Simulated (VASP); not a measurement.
Ti:

```
Ti
1.0
     2.95000    0.00000    0.00000
    -1.47500    2.55477    0.00000
     0.00000    0.00000    4.68000
Ti
2
Direct
  0.66667 0.33333 0.75000
  0.33333 0.66667 0.25000
```

```yaml
Program: VASP 6.6.1
Task: relaxation of cell and atoms
Functional: BLYP
Dispersion: D3(BJ)
Potentials_or_basis: VASP PAW PBE potentials, release 64 (Ti_sv)
Cutoff: 600 eV
k_mesh: 10 × 10 × 6
Occupations: fermi-dirac, width 0.05 eV
Spin: no spin polarisation
```

At the start: pressure -12.5 GPa; volume 17.64 Å³/atom.

Problem. Where does the relaxation end?

Solution. Over 6 steps the energy falls by 87.1 meV/atom and the volume is 15.60 Å³/atom (-11.5 %); space group P6_3/mmc (No. 194, to 0.05 Å).

Step by step:
| step | energy change (eV) | largest force (eV/Å) | pressure (GPa) | volume (Å³) |
| --- | --- | --- | --- | --- |
| 1 | 0.0000 | 0.0000 | -12.47 | 35.27 |
| 2 | -0.0860 | 0.0000 | 12.06 | 28.72 |
| 3 | -0.1742 | 0.0000 | -0.18 | 31.23 |
| 4 | -0.1742 | 0.0000 | 0.17 | 31.15 |
| 5 | -0.1743 | 0.0000 | -0.13 | 31.22 |
| 6 | -0.1743 | 0.0000 | -0.05 | 31.20 |

Final structure:
```cif
data_structure
_symmetry_space_group_name_H-M 'P 1'
_symmetry_Int_Tables_number 1
_cell_length_a 2.8336
_cell_length_b 2.8336
_cell_length_c 4.4866
_cell_angle_alpha 90.000
_cell_angle_beta 90.000
_cell_angle_gamma 120.000
_cell_volume 31.20
loop_
_atom_site_label
_atom_site_type_symbol
_atom_site_fract_x
_atom_site_fract_y
_atom_site_fract_z
_atom_site_occupancy
Ti1 Ti 0.66667 0.33333 0.75000 1
Ti2 Ti 0.33333 0.66667 0.25000 1
```

Caveat: the PAW data sets were made with another functional, which shifts forces and pressure a little; the volume moved by -12 % from the deposited cell, more than functionals usually miss; pairwise dispersion overbinds metals, which lowers pressure and volume.
